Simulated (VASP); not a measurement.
Runs of VASP 6.6.1 on TaN. The structure is that of space group P-6m2 (No. 187), or close to it. The cells are those of the table. 

```csv
task,level,potentials or basis,cell,k mesh,cutoff (eV),grid for exact exchange (PRECFOCK),share of exact exchange,screening parameter,gap on the mesh (eV),pressure (GPa)
single point,PBEsol-based global hybrid with 25 % exact exchange,"VASP PAW PBE potentials, release 64 (Ta_pv, N)","a = 2.912, b = 2.912, c = 2.855 Å, angles 90.0, 90.0, 120.0°, 2 atoms",5 × 5 × 5,520,Normal,0.25,-,0.72,-0.7
relaxation of cell and atoms,PBEsol-based screened hybrid with 25 % exact exchange,"VASP PAW PBE potentials, release 64 (Ta_pv, N)","relaxed from a = 2.938, b = 2.938, c = 2.883 Å, angles 90.0, 90.0, 120.0°, 2 atoms",5 × 5 × 5,600,Normal,0.25,0.207 1/Å,none,0.0
single point,LDA,"VASP PAW LDA potentials, release 64 (Ta_sv_GW, N)","a = 2.908, b = 2.908, c = 2.850 Å, angles 90.0, 90.0, 120.0°, 2 atoms",7 × 7 × 7,700,-,-,-,none,1.2
single point,BLYP,"VASP PAW PBE potentials, release 64 (Ta_sv_GW, N)","a = 2.983, b = 2.983, c = 2.928 Å, angles 90.0, 90.0, 120.0°, 2 atoms",10 × 10 × 9,700,-,-,-,none,(a)
single point,LDA,"VASP PAW LDA potentials, release 64 (Ta_sv_GW, N)","a = 2.907, b = 2.907, c = 2.851 Å, angles 90.0, 90.0, 120.0°, 2 atoms",10 × 10 × 9,700,-,-,-,none,1.2
single point,LDA,"VASP PAW LDA potentials, release 64 (Ta_sv_GW, N)","a = 2.938, b = 2.938, c = 2.883 Å, angles 90.0, 90.0, 120.0°, 2 atoms",7 × 7 × 7,700,-,-,-,none,-10.5
```

Alike in all rows: no spin polarisation; smearing fermi-dirac 0.05 eV.

Question: Fill in the values left out.

Answer: (a) 0.7.

Caveats: some runs use coarse meshes; spin-orbit coupling is left out, which moves the levels of the heavy elements; the PAW data sets were made with another functional, which shifts forces and pressure a little (at least some runs); the cell stands under tension (at least some runs).

A k mesh can miss the band edges, and the runs leave out spin-orbit coupling on Ta.

A gap of «none» marks levels without a gap at the run's occupations.

The runs don't all hold the same shells in valence.
